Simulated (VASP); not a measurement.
Input of a VASP 6.6.1 run:

INCAR

```
SYSTEM = BeTe
PREC = Accurate
ENCUT = 520
EDIFF = 1E-7
ISMEAR = 0
SIGMA = 0.02
LREAL = .FALSE.
LASPH = .TRUE.
NELM = 80
ALGO = Normal
ISIF = 2
LWAVE = .FALSE.
LCHARG = .TRUE.
GGA = PE
LELF = .TRUE.
LVHAR = .TRUE.
NBANDS = 11
```

KPOINTS

```
Automatic mesh
0
G
  8 8 8
  0 0 0
```

Contents of POSCAR:

```
BeTe
1.0
    0.0000000000      2.6626625000      2.6626625000
    2.6626625000      0.0000000000      2.6626625000
    2.6626625000      2.6626625000      0.0000000000
Be Te
1 1
Direct
    0.0000000000      0.0000000000      0.0000000000
    0.7500000000      0.7500000000      0.7500000000
```

Potentials or basis: VASP PAW PBE potentials, release 64 (Be, Te).

Launch:

```sh
$ cat potpaw_PBE.64/Be/POTCAR potpaw_PBE.64/Te/POTCAR > POTCAR
$ mpirun -np 1 vasp_std > vasp.out
```

Problem. Estimate the pressure.

Solution. 15.4 GPa.

Problem. What does it give for the band gap on the k mesh?

Solution. 1.50 eV, indirect (least direct gap 3.42 eV).

Caveat: the cell differs from its parent crystal (strained); spin-orbit coupling is left out, which moves the levels of the heavy elements. A k mesh can miss the band edges.
